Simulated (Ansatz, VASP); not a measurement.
# CaO in VASP and in Ansatz

The input INCAR:

```
ALGO = Normal
EDIFF = 1E-6
EDIFFG = -0.02
ENCUT = 600
GGA = RE
IBRION = 2
ISIF = 3
ISMEAR = -1
IVDW = 13
LASPH = True
LCHARG = False
LREAL = False
LWAVE = False
NELM = 80
NSW = 80
PREC = Accurate
SIGMA = 0.05
```

KPOINTS

```
k-points
0
Gamma
  10 10 10
```

Contents of POSCAR:

```
CaO
1.0
    0.0000000000      2.4035556960      2.4035556960
    2.4035556960      0.0000000000      2.4035556960
    2.4035556960      2.4035556960      0.0000000000
Ca O
1 1
Direct
    0.0000000000      0.0000000000      0.0000000000
    0.5000000000      0.5000000000      0.5000000000
```

The input input.yaml:

```yaml
crystal:
  lattice:
    - [0.0, 2.403555696, 2.403555696]
    - [2.403555696, 0.0, 2.403555696]
    - [2.403555696, 2.403555696, 0.0]
  atoms:
    - { symbol: Ca, position: [0.0, 0.0, 0.0] }
    - { symbol: O, position: [0.5, 0.5, 0.5] }
kpoints:
  mp_grid: { grid: [10, 10, 10] }
scf:
  occupations: { method: fermi_dirac, width: 0.05 }
hamiltonian:
  xc: revpbe
  dispersion: d4
  pseudopotentials: { kind: all_electron, lapw: { basis_error: 0.001 } }
output:
  forces: true
  stress: true
relax:
  f_tol: 0.02
  max_steps: 60
  cell: {}
```

Alike in both runs: task relaxation of cell and atoms; functional revPBE; dispersion D4; k mesh 10 × 10 × 10; occupations fermi-dirac, width 0.05 eV; no spin polarisation.

```csv
,VASP,Ansatz
version,VASP 6.6.1,Ansatz 0.2.0
potentials or method,"VASP PAW PBE potentials, release 64 (Ca_sv, O), cutoff 600 eV","all-electron LAPW, scalar-relativistic"
```

Ansatz gave:

| Quantity | Value |
| --- | --- |
| relaxed volume (Å³/atom) | 13.96 |
| relaxed cell length with the largest relative difference (Å) | 3.405 |

Which values does VASP return?

Relaxed volume (Å³/atom): 14.02; relaxed cell length with the largest relative difference (Å): 3.410.

VASP's potentials were made for PBE, not for revPBE. Ansatz ran all-electron here, and VASP with PAW potentials.
